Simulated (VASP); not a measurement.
A run of VASP 6.6.1 is set up as follows.

INCAR

```
PREC     = Accurate       # precision mode
ENCUT    = 520            # plane-wave cutoff, eV
EDIFF    = 1E-6           # SCF threshold, eV
ISMEAR   = -1             # smearing method
SIGMA    = 0.05           # smearing width, eV
LREAL    = Auto         
LASPH    = T              # aspherical terms in the spheres
NELM     = 80             # most SCF steps
ALGO     = Normal         # electronic algorithm
ISIF     = 2              # what is computed and relaxed
LWAVE    = F              # write WAVECAR
LCHARG   = T              # write CHGCAR
GGA      = PS             # functional
LELF     = T              # ELF
LVHAR    = T            
NBANDS   = 52             # bands
```

File KPOINTS:

```
Automatic mesh
0
Gamma
  2 2 2
```

File POSCAR:

```
TiSi16
1.0
    0.0000000000      5.4300000000      5.4300000000
    5.4300000000      0.0000000000      5.4300000000
    5.4300000000      5.4300000000      0.0000000000
Si Ti
16 1
Direct
    0.0006671271      0.0002557090     -0.0153590239
    0.1253396869      0.1245352670      0.1173382136
    0.0004138122     -0.0005117864      0.4996044199
    0.1212903315      0.1207146409      0.6207910681
   -0.0067418969      0.4976240331     -0.0022814917
    0.1256884899      0.6180304788      0.1180741252
    0.0006430018      0.4845667587      0.5003028545
    0.1253174033      0.6172275322      0.6246280847
    0.4984384899     -0.0074366483     -0.0021451197
    0.6184651934      0.1253593002      0.1181941068
    0.4851209024      0.0003625230      0.5004356354
    0.6181216390      0.1246448435      0.6247610497
    0.4986434622      0.4983567219     -0.0015909761
    0.6225011050      0.6218289134      0.1219233886
    0.4984189687      0.4977399632      0.4926635359
    0.6184433702      0.6181269797      0.6254181400
    0.8716014733      0.8710270718      0.3711071823
```

Potentials or basis: VASP PAW PBE potentials, release 64 (Si, Ti_sv).

Launch:

```bash
$ cat potpaw_PBE.64/Si/POTCAR potpaw_PBE.64/Ti_sv/POTCAR > POTCAR
$ mpirun -np 1 vasp_std > vasp.out
```

(1) Estimate the pressure.

(2) What does it give for the band gap on the k mesh?

(3) Predict the largest force.

Answers

(1) 2.1 GPa.

(2) zero (bands 38 and 39 overlap by 0.40 eV).

(3) 0.029 eV/Å.

Caveat: the k points lie up to 0.50 Å⁻¹ apart; the PAW data sets were made with another functional, which shifts forces and pressure a little.
